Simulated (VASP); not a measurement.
Set up this calculation in VASP 6.6.1, as the native input.

| Property | Result |
| --- | --- |
| Task | relaxation of cell and atoms |
| Functional | BLYP |
| Potentials or basis | VASP PAW PBE potentials, release 64 (V_sv) |
| Cutoff | 600 eV |
| k mesh | 10 × 10 × 10 |
| Occupations | fermi-dirac, width 0.1 eV |
| Spin | no spin polarisation |
| Dipole correction | no |
| Further INCAR settings | ALGO = Normal; EDIFF = 1e-06; IBRION = 2; EDIFFG = -0.01; NSW = 80; ISIF = 3 |

The structure of V lies in POSCAR:

```
V
1.0
    0.0000000000      2.6526688921      2.6526688921
    2.6526688921      0.0000000000      2.6526688921
    2.6526688921      2.6526688921      0.0000000000
V
2
Direct
    0.1250000000      0.1250000000      0.1250000000
    0.8750000000      0.8750000000      0.8750000000
```

This isn't the form of V at room conditions, which is bcc.

These files were run (other wordings do the same):

INCAR

```
PREC     = Accurate       # precision mode
ENCUT    = 600            # plane-wave cutoff, eV
EDIFF    = 1E-6           # SCF threshold, eV
ISMEAR   = -1             # smearing method
SIGMA    = 0.1            # smearing width, eV
LREAL    = False          # projectors in reciprocal space
LASPH    = True           # aspherical terms in the spheres
NELM     = 80             # most SCF steps
ALGO     = Normal         # electronic algorithm
ISIF     = 3              # what is computed and relaxed
LWAVE    = False          # write WAVECAR
LCHARG   = False          # write CHGCAR
GGA      = B5             # functional
ALDAX    = 1.0          
AGGAX    = 1.0          
AGGAC    = 1.0          
ALDAC    = 0.0          
IBRION   = 2              # ionic algorithm
NSW      = 80             # ionic steps
EDIFFG   = -0.01          # ionic threshold
```

KPOINTS

```
Automatic mesh
0
Gamma
  10 10 10
```

Potentials or basis: VASP PAW PBE potentials, release 64 (V_sv).

Run with:

```console
$ cat potpaw_PBE.64/V_sv/POTCAR > POTCAR
$ mpirun -np 1 vasp_std > vasp.out
```

Results of the run:

The relaxed volume is 19.90 Å³/atom and the relaxed cell is a = 3.832 Å, b = 3.832 Å, c = 3.832 Å, α = 60.00°, β = 60.00°, γ = 60.00°. The space group after relaxing (to 0.1 Å) is Fd-3m (No. 227). The energy gained by relaxing is 14.8 meV/atom and the ionic steps are 3. The pressure after relaxing is 0.0 GPa and the band gap on the k mesh is zero (bands 13 and 14 overlap by 0.83 eV).

Caveat: the PAW data sets were made with another functional, which shifts forces and pressure a little.

Run time: 98 s on 1 thread of Intel Xeon 8259CL, with other jobs on the host, peak memory 0.19 GiB.
